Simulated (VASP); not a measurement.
Here is a VASP 6.6.1 calculation.

Contents of INCAR:

```
SYSTEM = Ga4Sb3N
ALGO = Normal
EDIFF = 1E-7
ENCUT = 520
GGA = PE
ISIF = 2
ISMEAR = -1
LASPH = .TRUE.
LCHARG = .FALSE.
LREAL = .FALSE.
LWAVE = .FALSE.
NBANDS = 46
NELM = 60
PREC = Accurate
SIGMA = 0.02
```

File KPOINTS:

```
k-points
0
G
  6 6 4
  0 0 0
```

Contents of POSCAR:

```
Ga4Sb3N
1.0
    7.6447596339     -2.0306889521      0.0553161362
    7.6447596339      2.0306889521      0.0553161362
   -3.3118567591      0.0000000000      6.0914149852
N Sb Ga
1 3 4
Direct
    0.0023959687      0.0023959687      0.6517681820
    0.7418819043      0.7418819043      0.0761798816
    0.4965786301      0.4965786301      0.1615258708
    0.2669053585      0.2669053585      0.6147451253
    0.1493443177      0.1493443177      0.8159351604
    0.9444064381      0.9444064381      0.3266644990
    0.6851829797      0.6851829797      0.3698533098
    0.4633044030      0.4633044030      0.7333279709
```

Potentials or basis: VASP PAW PBE potentials, release 64 (N, Sb, Ga_d).

The run is started by

```sh
$ cat potpaw_PBE.64/N/POTCAR potpaw_PBE.64/Sb/POTCAR potpaw_PBE.64/Ga_d/POTCAR > POTCAR
$ mpirun -np 1 vasp_std > vasp.out
```

Task: What does it give for the pressure?

Result: 2.4 GPa.

Task: Estimate the largest force.

Result: 0.233 eV/Å.

Task: What does it give for the band gap on the k mesh?

Result: Zero (bands 36 and 37 overlap by 0.67 eV).

Stress tensor (GPa, compression positive):
```
2.49 0.00 0.15
0.00 2.36 0.00
0.15 0.00 2.34
```

Caveat: semilocal functionals underestimate gaps, and a narrow one can read as zero; spin-orbit coupling is left out, which moves the levels of the heavy elements.
